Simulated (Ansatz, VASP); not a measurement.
**Two plane-wave programs on Ir**

```
Ir
1.0
     0.00000    1.96559    1.96559
     1.96559    0.00000    1.96559
     1.96559    1.96559    0.00000
Ir
1
Direct
  0.00000 0.00000 0.00000
```

Alike in both runs: task single point; functional PBEsol; k mesh 23 × 23 × 23; occupations fermi-dirac, width 0.1 eV; no spin polarisation.

|  | VASP | Ansatz |
| --- | --- | --- |
| version | VASP 6.6.1 | Ansatz 0.2.0 |
| potentials or method | VASP PAW PBE potentials, release 64 (Ir), cutoff 520 eV | plane waves (420 eV) with PAW, scalar-relativistic |
| valence electrons in the cell | 9 | 17 |

Ansatz gave:

- pressure (GPa): -24.5

Problem. What did VASP give for the same quantities?

Solution. Pressure (GPa): -24.0.

VASP's potentials were made for PBE, not for PBEsol, and Ansatz warns of the same on its side. VASP's potentials hold 9 valence electrons a cell and Ansatz's 17, so a difference there can come from the potentials and not from the codes.

Neither program's run includes spin-orbit coupling.
